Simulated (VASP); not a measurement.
# Na4NO (P4/mmm) in VASP: a series of runs

Na4NO is run at these levels: PBE; tasks: single point.

All numbers are computed with VASP 6.6.1; they aren't measurements. Logs are shortened: lines on timing, memory, paths and dates and some standing lists are left out, and cuts for length are marked.

## 1. The cell of the first run

The structure is tetragonal, space group P4/mmm (No. 123). Conventional cell: a = 3.847 Å, b = 3.847 Å, c = 5.630 Å, α = 90.00°, β = 90.00°, γ = 90.00°. Within 3.1 Å of Na (site symmetry 2mm) lie 2 O at 2.34 Å and 2 N at 2.42 Å and 6 Na at 2.68 to 2.95 Å. Within 3.2 Å of N (site symmetry 4/mmm) lie 8 Na at 2.42 Å. O (site symmetry 4/mmm) has 8 Na at 2.34 Å within 3.1 Å.

## 2. Single point, PBE

INCAR

```
SYSTEM = Na4NO
  ALGO = Normal
  EDIFF = 1E-6
  ENCUT = 520
  GGA = PE
  ISIF = 2
  ISMEAR = 1
  LASPH = .TRUE.
  LCHARG = .TRUE.
  LELF = .TRUE.
  LREAL = .FALSE.
  LVHAR = .TRUE.
  LWAVE = .FALSE.
  NBANDS = 28
  NELM = 100
  PREC = Accurate
  SIGMA = 0.15
```

KPOINTS

```
k-points
0
G
  6 6 4
  0 0 0
```

POSCAR

```
Na4NO
1.0
    3.8471881618      0.0000000000      0.0000000000
    0.0000000000      3.8471881618      0.0000000000
    0.0000000000      0.0000000000      5.6297841723
Na N O
4 1 1
Direct
    0.0000000000      0.5000000000      0.2619240000
    0.5000000000      0.0000000000      0.7380760000
    0.0000000000      0.5000000000      0.7380760000
    0.5000000000      0.0000000000      0.2619240000
    0.0000000000      0.0000000000      0.0000000000
    0.5000000000      0.5000000000      0.5000000000
```

Potentials or basis: VASP PAW PBE potentials, release 64 (Na_pv, N, O).

Command:

```console
> cat potpaw_PBE.64/Na_pv/POTCAR potpaw_PBE.64/N/POTCAR potpaw_PBE.64/O/POTCAR > POTCAR
> mpirun -np 1 vasp_std > vasp.out
```

OUTCAR:

```text
SYSTEM = Na4NO
   EDIFF = 1E-6
   ENCUT = 520
   GGA = PE
   ISIF = 2
   ISMEAR = 1
   LASPH = .TRUE.
   LREAL = .FALSE.
   NELM = 100
   PREC = Accurate

 ion  position               nearest neighbor table
   1  0.000  0.500  0.262-   6 2.34   6 2.34   3 2.68   4 2.72   4 2.72   4 2.72   4 2.72
   2  0.500  0.000  0.738-   6 2.34   6 2.34   4 2.68   3 2.72   3 2.72   3 2.72   3 2.72
   3  0.000  0.500  0.738-   6 2.34   6 2.34   1 2.68   2 2.72   2 2.72   2 2.72   2 2.72
   4  0.500  0.000  0.262-   6 2.34   6 2.34   2 2.68   1 2.72   1 2.72   1 2.72   1 2.72
   5  0.000  0.000  0.000-
   6  0.500  0.500  0.500-   1 2.34   2 2.34   3 2.34   4 2.34   2 2.34   4 2.34   1 2.34   3 2.34

  LATTYP: Found a simple tetragonal cell.
 ALAT       =     3.8471881618
 C/A-ratio  =     1.4633503576

  Lattice vectors:

 A1 = (   3.8471881618,   0.0000000000,   0.0000000000)
 A2 = (   0.0000000000,   3.8471881618,   0.0000000000)
 A3 = (   0.0000000000,   0.0000000000,   5.6297841723)

Analysis of symmetry for initial positions (statically):
=====================================================================
 Subroutine PRICEL returns:
 Original cell was already a primitive cell.

 Routine SETGRP: Setting up the symmetry group for a
 simple tetragonal supercell.

 Subroutine GETGRP returns: Found 16 space group operations
 (whereof 16 operations were pure point group operations)
 out of a pool of 16 trial point group operations.

The static configuration has the point symmetry D_4h.

Analysis of symmetry for dynamics (positions and initial velocities):
=====================================================================
 Subroutine PRICEL returns:
 Original cell was already a primitive cell.

 Routine SETGRP: Setting up the symmetry group for a
 simple tetragonal supercell.

 Subroutine GETGRP returns: Found 16 space group operations
 (whereof 16 operations were pure point group operations)
 out of a pool of 16 trial point group operations.

The dynamic configuration has the point symmetry D_4h.

 Subroutine INISYM returns: Found 16 space group operations
 (whereof 16 operations are pure point group operations),
 and found     1 'primitive' translations

----------------------------------------------------------------------------------------

                                     Primitive cell

  volume of cell :      83.3256

  direct lattice vectors                    reciprocal lattice vectors
     3.847188162  0.000000000  0.000000000     0.259930099  0.000000000  0.000000000
     0.000000000  3.847188162  0.000000000     0.000000000  0.259930099  0.000000000
     0.000000000  0.000000000  5.629784172     0.000000000  0.000000000  0.177626703

  length of vectors
     3.847188162  3.847188162  5.629784172     0.259930099  0.259930099  0.177626703

  position of ions in fractional coordinates (direct lattice)
     0.000000000  0.500000000  0.261924000
     0.500000000  0.000000000  0.738076000
     0.000000000  0.500000000  0.738076000
     0.500000000  0.000000000  0.261924000
     0.000000000  0.000000000  0.000000000
     0.500000000  0.500000000  0.500000000

  ion indices of the primitive-cell ions
   primitive index   ion index
                 1           1
                 2           2
                 3           3
                 4           4
                 5           5
                 6           6

----------------------------------------------------------------------------------------

 KPOINTS: k-points

Automatic generation of k-mesh.
 Grid dimensions read from file:
 generate k-points for:    6    6    4

 Generating k-lattice:

  Cartesian coordinates                     Fractional coordinates (reciprocal lattice)
     0.043321683  0.000000000  0.000000000     0.166666667  0.000000000  0.000000000
     0.000000000  0.043321683  0.000000000     0.000000000  0.166666667  0.000000000
     0.000000000  0.000000000  0.044406676     0.000000000  0.000000000  0.250000000

  Length of vectors
     0.043321683  0.043321683  0.044406676

  Shift w.r.t. Gamma in fractional coordinates (k-lattice)
     0.000000000  0.000000000  0.000000000

 Subroutine IBZKPT returns following result:
 ===========================================

 Found     30 irreducible k-points:

 Following reciprocal coordinates:
            Coordinates               Weight
  0.000000  0.000000  0.000000      1.000000
  0.166667  0.000000  0.000000      4.000000
  0.333333  0.000000  0.000000      4.000000
  0.500000  0.000000  0.000000      2.000000
  0.166667  0.166667  0.000000      4.000000
  0.333333  0.166667  0.000000      8.000000
[... 16 lines left out ...]
  0.333333  0.000000  0.500000      4.000000
  0.500000  0.000000  0.500000      2.000000
 [... further k-points ...]
   k-points           NKPTS =     30   k-points in BZ     NKDIM =     30   number of bands    NBANDS=     28
   number of dos      NEDOS =    301   number of ions     NIONS =      6
[... 39 lines left out ...]
  Thomas-Fermi vector in A             =   2.404025
   LORBIT       =      0    0 simple, 1 ext, 2 COOP (PROOUT), +10 PAW based schemes
   GGA     = PE    functional components
   LHFCALC =     F    Hartree Fock is set to
   AEXX    =    0.0000 exact exchange contribution
   IVDW    =     0    specifies the selected vdW correction
   LEPSILON=     F    determine dielectric tensor
   LRPA    =     F    only Hartree local field effects (RPA)
 non-spin polarized calculation
 Methfessel and Paxton  Order N= 1 SIGMA  =   0.15
  energy-cutoff  :      520.00
  volume of cell :       83.33
 maximum number of plane-waves:      2278
 NGX is ok and might be reduce to    30
   NGX = 15   NGY = 15   NGZ = 21

 number of electron      38.9999995 magnetization

 Free energy of the ion-electron system (eV)
  ---------------------------------------------------
  ext. energy  EPLUGINS =         0.00000000
  ---------------------------------------------------
  free energy    TOTEN  =       -20.25488733 eV

  energy without entropy =      -20.24928749  energy(sigma->0) =      -20.25302072

 E-fermi :   1.1737     XC(G=0):  -9.1104

 val. band max:        1.1599905578   @ k =   0.5000   0.0000   0.5000
 cond. band min:       1.1821692242   @ k =   0.5000   0.1667   0.0000
 fundamental gap:      0.0221786664
 Fermi energy:         1.1736978040

 k-point     1 :       0.0000    0.0000    0.0000
  band No.  band energies     occupation
      1     -21.3043      2.00000
      2     -21.2407      2.00000
      3     -21.2407      2.00000
      4     -21.1877      2.00000
      5     -21.1877      2.00000
      6     -21.1382      2.00000
[... 20 lines left out ...]
     27      13.6058      0.00000
     28      13.6072      0.00000

 k-point     2 :       0.1667    0.0000    0.0000
  band No.  band energies     occupation
      1     -21.2936      2.00000
      2     -21.2273      2.00000
      3     -21.2206      2.00000
      4     -21.1743      2.00000
      5     -21.1694      2.00000
      6     -21.1468      2.00000
[... 20 lines left out ...]
     27      12.6155      0.00000
     28      13.1918      0.00000

 k-point     3 :       0.3333    0.0000    0.0000
  band No.  band energies     occupation
      1     -21.2616      2.00000
      2     -21.1896      2.00000
      3     -21.1719      2.00000
      4     -21.1661      2.00000
      5     -21.1345      2.00000
      6     -21.1197      2.00000
[... 20 lines left out ...]
     27      12.1536      0.00000
     28      12.3640      0.00000

 k-point     4 :       0.5000    0.0000    0.0000
  band No.  band energies     occupation
      1     -21.2214      2.00000
      2     -21.2086      2.00000
      3     -21.1365      2.00000
      4     -21.1136      2.00000
      5     -21.1056      2.00000
      6     -21.0862      2.00000
[... 578 lines left out ...]
     27      12.3872      0.00000
     28      12.7778      0.00000

 k-point    23 :       0.3333    0.0000    0.5000
  band No.  band energies     occupation
      1     -21.1857      2.00000
      2     -21.1566      2.00000
      3     -21.1507      2.00000
      4     -21.1498      2.00000
      5     -21.1352      2.00000
      6     -21.0848      2.00000
[... 20 lines left out ...]
     27      11.8600      0.00000
     28      12.0291      0.00000

 k-point    24 :       0.5000    0.0000    0.5000
  band No.  band energies     occupation
      1     -21.1524      2.00000
      2     -21.1225      2.00000
      3     -21.1155      2.00000
      4     -21.1032      2.00000
      5     -21.0906      2.00000
      6     -21.0813      2.00000
[... 20 lines left out ...]
     27      11.6201      0.00000
     28      11.7105      0.00000

 [... further k-points ...]

------------------------ aborting loop because EDIFF is reached ----------------------------------------

  FORCE on cell =-STRESS in cart. coord.  units (eV):
  Direction    XX          YY          ZZ          XY          YZ          ZX
  --------------------------------------------------------------------------------------
  -------------------------------------------------------------------------------------
  Total        3.1350533      3.1350533      3.3694706      0.0000000      0.0000000      0.0000000
  in kB       60.2805090     60.2805090     64.7878628      0.0000000      0.0000000      0.0000000
  external PRESSURE =      61.7829603 kB  Pullay stress =       0.0000000 kB

 VOLUME and BASIS-vectors are now :
 -----------------------------------------------------------------------------
  energy-cutoff  :      520.00
  volume of cell :       83.33
      direct lattice vectors                 reciprocal lattice vectors
     3.847188162  0.000000000  0.000000000     0.259930099  0.000000000  0.000000000
     0.000000000  3.847188162  0.000000000     0.000000000  0.259930099  0.000000000
     0.000000000  0.000000000  5.629784172     0.000000000  0.000000000  0.177626703

 POSITION                                       TOTAL-FORCE (eV/Angst)
 -----------------------------------------------------------------------------------
      0.00000      1.92359      1.47458         0.000000      0.000000     -0.073369
      1.92359      0.00000      4.15521         0.000000      0.000000      0.073369
      0.00000      1.92359      4.15521        -0.000000      0.000000      0.073369
      1.92359      0.00000      1.47458        -0.000000     -0.000000     -0.073369
      0.00000      0.00000      0.00000         0.000000      0.000000     -0.000000
      1.92359      1.92359      2.81489         0.000000      0.000000     -0.000000
 -----------------------------------------------------------------------------------
    total drift:                                0.000000      0.000000     -0.000000

  FREE ENERGIE OF THE ION-ELECTRON SYSTEM (eV)
  ---------------------------------------------------
  free  energy   TOTEN  =       -20.2548873317 eV

  energy  without entropy=      -20.2492874865  energy(sigma->0) =      -20.25302072
```

Wall time 59 s (1 thread of Intel Xeon Platinum 8259CL at 2.50GHz (Skylake/Cascade Lake), shared host); peak memory 0.21 GiB.

Results:

```yaml
Free_energy: -20.2549 eV
Pressure: 6.2 GPa
Largest_force: 0.073 eV/Å
Band_gap_on_the_k_mesh: zero (an odd number of electrons rules out a gap without spin polarisation)
```

Forces on the atoms (eV/Å):
```
Na   0.000  0.000 -0.073
Na   0.000  0.000  0.073
Na   0.000  0.000  0.073
Na   0.000  0.000 -0.073
N    0.000  0.000  0.000
O    0.000  0.000  0.000
```

Stress tensor (GPa, compression positive):
```
6.03 0.00 0.00
0.00 6.03 0.00
0.00 0.00 6.48
```

Caveat: the cell stands under pressure; an odd number of electrons without spin polarisation forces a metal; a magnetic or distorted state may lie lower.

## 3. Single point, PBE

This run uses another cell than the first one, of 14.52 Å³/atom.

INCAR

```
PREC = Accurate
ENCUT = 520
EDIFF = 1E-7
ISMEAR = 1
SIGMA = 0.15
LREAL = False
LASPH = True
NELM = 100
ALGO = Normal
ISIF = 2
LWAVE = False
LCHARG = True
GGA = PE
LELF = True
LVHAR = True
NBANDS = 28
```

KPOINTS

```
Automatic mesh
0
Gamma
  6 6 4
```

POSCAR, as its differences from that of step 2:

```diff
@@ -2,5 +2,5 @@
 1.0
-    3.8471881618      0.0000000000      0.0000000000
-    0.0000000000      3.8471881618      0.0000000000
-    0.0000000000      0.0000000000      5.6297841723
+    3.9046173474      0.0000000000      0.0000000000
+    0.0000000000      3.9046173474      0.0000000000
+    0.0000000000      0.0000000000      5.7138231916
 Na N O
```

Potentials or basis: VASP PAW PBE potentials, release 64 (Na_pv, N, O).

Command:

```console
> cat potpaw_PBE.64/Na_pv/POTCAR potpaw_PBE.64/N/POTCAR potpaw_PBE.64/O/POTCAR > POTCAR
> mpirun -np 1 vasp_std > vasp.out
```

Run time: 62 s. Hardware: 1 thread of Intel Xeon Platinum 8259CL at 2.50GHz (Skylake/Cascade Lake), shared host; peak memory 0.21 GiB.

Results (log left out):

```yaml
Free_energy: -20.3699 eV
Pressure: 3.5 GPa
Largest_force: 0.068 eV/Å
Band_gap_on_the_k_mesh: zero (an odd number of electrons rules out a gap without spin polarisation)
```

Forces on the atoms (eV/Å):
```
Na   0.000  0.000 -0.068
Na   0.000  0.000  0.068
Na   0.000  0.000  0.068
Na   0.000  0.000 -0.068
N    0.000  0.000  0.000
O    0.000  0.000  0.000
```

Stress tensor (GPa, compression positive):
```
3.41 0.00 0.00
0.00 3.41 0.00
0.00 0.00 3.69
```

Levels at points of the mesh, in eV from the Fermi level:
```
           k point  band 18  band 19  band 20  band 21  band 22  band 23
(0.00, 0.00, 0.00)    -0.05     0.13     0.13     1.84     4.17     8.58
(0.50, 0.00, 0.00)    -0.60    -0.29     0.23     4.76     5.36     7.81
(0.50, 0.50, 0.00)    -0.45    -0.45    -0.04     4.11     4.25     8.89
(0.00, 0.00, 0.50)    -0.69     0.11     0.11     3.72     3.86     8.56
(0.50, 0.00, 0.50)    -0.36    -0.02     0.24     5.73     5.89     6.27
(0.50, 0.50, 0.50)    -0.77    -0.77    -0.21     4.92     4.97     8.61
```

Caveat: the cell stands under pressure; an odd number of electrons without spin polarisation forces a metal; a magnetic or distorted state may lie lower.

## 4. Single point, PBE

This run uses another cell than the first one, of 15.15 Å³/atom.

INCAR

```
SYSTEM = Na4NO
  PREC = Accurate
  ENCUT = 520
  EDIFF = 1E-7
  ISMEAR = 1
  SIGMA = 0.15
  LREAL = .False.
  LASPH = .True.
  NELM = 100
  ALGO = Normal
  ISIF = 2
  LWAVE = .False.
  LCHARG = .True.
  GGA = PE
  LELF = .True.
  LVHAR = .True.
  NBANDS = 28
```

KPOINTS

```
regular mesh
0
Gamma
  6 6 4
  0 0 0
```

POSCAR, as its differences from that of step 3:

```diff
@@ -2,5 +2,5 @@
 1.0
-    3.9046173474      0.0000000000      0.0000000000
-    0.0000000000      3.9046173474      0.0000000000
-    0.0000000000      0.0000000000      5.7138231916
+    3.9604051325      0.0000000000      0.0000000000
+    0.0000000000      3.9604051325      0.0000000000
+    0.0000000000      0.0000000000      5.7954602668
 Na N O
```

Command:

```console
> cat potpaw_PBE.64/Na_pv/POTCAR potpaw_PBE.64/N/POTCAR potpaw_PBE.64/O/POTCAR > POTCAR
> mpirun -np 1 vasp_std > vasp.out
```

It took 66 s on 1 thread of Intel Xeon Platinum 8259CL at 2.50GHz (Skylake/Cascade Lake), shared host; peak memory 0.22 GiB.

It converged, with:

* Free energy: -20.4281 eV
* Pressure: 1.4 GPa
* Largest force: 0.064 eV/Å
* Band gap on the k mesh: zero (an odd number of electrons rules out a gap without spin polarisation)

Forces on the atoms (eV/Å):
```
Na   0.000  0.000 -0.064
Na   0.000  0.000  0.064
Na   0.000  0.000  0.064
Na   0.000  0.000 -0.064
N    0.000  0.000  0.000
O    0.000  0.000  0.000
```

Stress tensor (GPa, compression positive):
```
1.32 0.00 0.00
0.00 1.32 0.00
0.00 0.00 1.44
```

Levels at points of the mesh, in eV from the Fermi level:
```
           k point  band 18  band 19  band 20  band 21  band 22  band 23
(0.00, 0.00, 0.00)    -0.05     0.12     0.12     1.68     4.08     8.24
(0.50, 0.00, 0.00)    -0.59    -0.29     0.22     4.59     5.15     7.56
(0.50, 0.50, 0.00)    -0.44    -0.44    -0.04     4.03     4.17     8.53
(0.00, 0.00, 0.50)    -0.67     0.10     0.10     3.55     3.69     8.34
(0.50, 0.00, 0.50)    -0.35    -0.02     0.23     5.56     5.60     6.08
(0.50, 0.50, 0.50)    -0.75    -0.75    -0.21     4.84     4.87     8.29
```

Caveat: an odd number of electrons without spin polarisation forces a metal; a magnetic or distorted state may lie lower.

## 5. Single point, PBE

This run uses another cell than the first one, of 15.78 Å³/atom.

INCAR

```
SYSTEM = Na4NO
PREC = Accurate
ENCUT = 520
EDIFF = 1E-6
ISMEAR = 1
SIGMA = 0.15
LREAL = .FALSE.
LASPH = .TRUE.
NELM = 60
ALGO = Normal
ISIF = 2
LWAVE = .FALSE.
LCHARG = .FALSE.
GGA = PE
NBANDS = 28
```

KPOINTS

```
regular mesh
0
G
  6 6 4
  0 0 0
```

POSCAR, as its differences from that of step 4:

```diff
@@ -2,5 +2,5 @@
 1.0
-    3.9604051325      0.0000000000      0.0000000000
-    0.0000000000      3.9604051325      0.0000000000
-    0.0000000000      0.0000000000      5.7954602668
+    4.0146640000      0.0000000000      0.0000000000
+    0.0000000000      4.0146640000      0.0000000000
+    0.0000000000      0.0000000000      5.8748600000
 Na N O
```

Command:

```console
> cat potpaw_PBE.64/Na_pv/POTCAR potpaw_PBE.64/N/POTCAR potpaw_PBE.64/O/POTCAR > POTCAR
> mpirun -np 1 vasp_std > vasp.out
```

Wall time 75 s (1 thread of Intel Xeon Platinum 8259CL at 2.50GHz (Skylake/Cascade Lake), shared host); peak memory 0.23 GiB.

Results (log left out):

| Quantity | Value |
| --- | --- |
| Free energy | -20.4408 eV |
| Pressure | -0.3 GPa |
| Largest force | 0.062 eV/Å |
| Band gap on the k mesh | zero (an odd number of electrons rules out a gap without spin polarisation) |

Forces on the atoms (eV/Å):
```
Na   0.000  0.000 -0.062
Na   0.000  0.000  0.062
Na   0.000  0.000  0.062
Na   0.000  0.000 -0.062
N    0.000  0.000  0.000
O    0.000  0.000  0.000
```

Levels at points of the mesh, in eV from the Fermi level:
```
           k point  band 17  band 18  band 19  band 20  band 21  band 22  band 23  band 24
(0.00, 0.00, 0.00)    -0.67    -0.04     0.12     0.12     1.54     4.00     7.92     9.08
(0.50, 0.00, 0.00)    -0.92    -0.58    -0.28     0.22     4.43     4.96     7.33     7.40
(0.50, 0.50, 0.00)    -0.74    -0.44    -0.44    -0.05     3.94     4.10     8.20     8.20
(0.00, 0.00, 0.50)    -0.66    -0.66     0.10     0.10     3.39     3.52     8.14     8.36
(0.50, 0.00, 0.50)    -0.58    -0.34    -0.02     0.22     5.34     5.39     5.91     5.93
(0.50, 0.50, 0.50)    -0.83    -0.72    -0.72    -0.21     4.76     4.77     7.98     7.98
```

Caveat: an odd number of electrons without spin polarisation forces a metal; a magnetic or distorted state may lie lower.

## 6. Summary

| cell | gap on the mesh (eV) | pressure (GPa) | largest force (eV/Å) |
| --- | --- | --- | --- |
| a = 3.847, b = 3.847, c = 5.630 Å, 6 atoms | none | 6.2 | 0.07 |
| a = 3.905, b = 3.905, c = 5.714 Å, 6 atoms | none | 3.5 | 0.07 |
| a = 3.960, b = 3.960, c = 5.795 Å, 6 atoms | none | 1.4 | 0.06 |
| a = 4.015, b = 4.015, c = 5.875 Å, 6 atoms | none | -0.3 | 0.06 |

Alike in all rows: task single point; level PBE; potentials or basis VASP PAW PBE potentials, release 64 (Na_pv, N, O); no spin polarisation; k mesh 6 × 6 × 4; cutoff (eV) 520; smearing methfessel-paxton 0.15 eV.

Caveats: an odd number of electrons without spin polarisation forces a metal; a magnetic or distorted state may lie lower; the cell stands under pressure (at least some runs).

Absolute energies hang on the potentials; compare differences alone.
